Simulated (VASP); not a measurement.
A run of VASP 6.6.1 is set up as follows.

File INCAR:

```
SYSTEM = Ir
PREC = Accurate
ENCUT = 520
EDIFF = 1E-7
ISMEAR = -1
SIGMA = 0.05
LREAL = .False.
LASPH = .True.
NELM = 100
ALGO = Normal
ISIF = 2
LWAVE = .False.
LCHARG = .False.
GGA = PE
NBANDS = 10
```

KPOINTS

```
regular mesh
0
Gamma
  23 23 23
  0 0 0
```

POSCAR

```
Ir
1.0
    0.0000000000      1.9352590341      1.9352590341
    1.9352590341      0.0000000000      1.9352590341
    1.9352590341      1.9352590341      0.0000000000
Ir
1
Direct
    0.0000000000      0.0000000000      0.0000000000
```

Potentials or basis: VASP PAW PBE potentials, release 64 (Ir).

Run with:

```bash
$ cat potpaw_PBE.64/Ir/POTCAR > POTCAR
$ mpirun -np 1 vasp_std > vasp.out
```

(1) Estimate the band gap on the k mesh.

(2) What does it give for the pressure?

Results:

(1) zero (an odd number of electrons rules out a gap without spin polarisation).

(2) 0.5 GPa.

Caveat: spin-orbit coupling is left out, which moves the levels of the heavy elements.
